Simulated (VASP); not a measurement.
Here is a VASP 6.6.1 calculation.

File INCAR:

```
ALGO = Normal
EDIFF = 1E-6
ENCUT = 520
GGA = PS
ISIF = 2
ISMEAR = -1
ISPIN = 2
LASPH = True
LCHARG = True
LELF = True
LMAXMIX = 4
LORBIT = 11
LREAL = False
LVHAR = True
LWAVE = False
MAGMOM = 1.7 1.7
NBANDS = 20
NELM = 150
PREC = Accurate
SIGMA = 0.1
```

KPOINTS

```
k-points
0
Gamma
  17 17 9
```

POSCAR

```
Co
1.0
    2.2822408169      0.0000000000      0.0000000000
   -1.1411204085      1.9764785250      0.0000000000
    0.0000000000      0.0000000000      3.6819362700
Co
2
Direct
    0.3333333333      0.6666666667      0.2500000000
    0.6666666667      0.3333333333      0.7500000000
```

Potentials or basis: VASP PAW PBE potentials, release 64 (Co).

The run is started by

```sh
$ cat potpaw_PBE.64/Co/POTCAR > POTCAR
$ mpirun -np 1 vasp_std > vasp.out
```

Predict the net moment.

1.94 μB per cell.

What does it give for the site moments?

Co +0.95 μB.

Estimate the pressure.

82.1 GPa.

Stress tensor (GPa, compression positive):
```
82.19  0.00  0.00
 0.00 82.19  0.00
 0.00  0.00 82.02
```

Caveat: the PAW data sets were made with another functional, which shifts forces and pressure a little.
